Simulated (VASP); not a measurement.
Write the native input for VASP 6.6.1 that does the following.

* Task: relaxation of cell and atoms
* Functional: PBEsol
* Potentials or basis: VASP PAW PBE potentials, release 64 (Hg, Te)
* Cutoff: 600 eV
* k mesh: 12 × 12 × 12
* Occupations: fermi-dirac, width 0.05 eV
* Spin: no spin polarisation
* Dipole correction: no
* Further INCAR settings: ALGO = Normal; EDIFF = 1e-06; IBRION = 2; EDIFFG = -0.002; NSW = 100; ISIF = 3

The structure of HgTe lies in POSCAR:

```
HgTe
1.0
    0.0000000000      3.2145000000      3.2145000000
    3.2145000000      0.0000000000      3.2145000000
    3.2145000000      3.2145000000      0.0000000000
Hg Te
1 1
Direct
    0.0000000000      0.0000000000      0.0000000000
    0.7500000000      0.7500000000      0.7500000000
```

One way to write it, as run:

INCAR

```
ALGO = Normal
EDIFF = 1E-6
EDIFFG = -0.002
ENCUT = 600
GGA = PS
IBRION = 2
ISIF = 3
ISMEAR = -1
LASPH = True
LCHARG = False
LREAL = False
LWAVE = False
NELM = 100
NSW = 100
PREC = Accurate
SIGMA = 0.05
```

KPOINTS

```
k-points
0
Gamma
  12 12 12
```

Potentials or basis: VASP PAW PBE potentials, release 64 (Hg, Te).

Launch:

```console
$ cat potpaw_PBE.64/Hg/POTCAR potpaw_PBE.64/Te/POTCAR > POTCAR
$ mpirun -np 1 vasp_std > vasp.out
```

Results of the run:

```yaml
Relaxed_volume: 34.58 Å³/atom
Relaxed_cell: a = 4.607 Å, b = 4.607 Å, c = 4.607 Å, α = 60.00°, β = 60.00°, γ = 60.00°
Space_group_after_relaxing_to_0.1_Å: F-43m (No. 216)
Energy_gained_by_relaxing: 7.7 meV/atom
Ionic_steps: 3
Pressure_after_relaxing: 0.0 GPa
Band_gap_on_the_k_mesh: zero (filled and empty bands touch)
```

Caveat: semilocal functionals underestimate gaps, and a narrow one can read as zero; the PAW data sets were made with another functional, which shifts forces and pressure a little; spin-orbit coupling is left out, which moves the levels of the heavy elements.

Run time: 3.2 min on 1 thread of AMD EPYC 7R13 (shared host), peak memory 0.25 GiB.
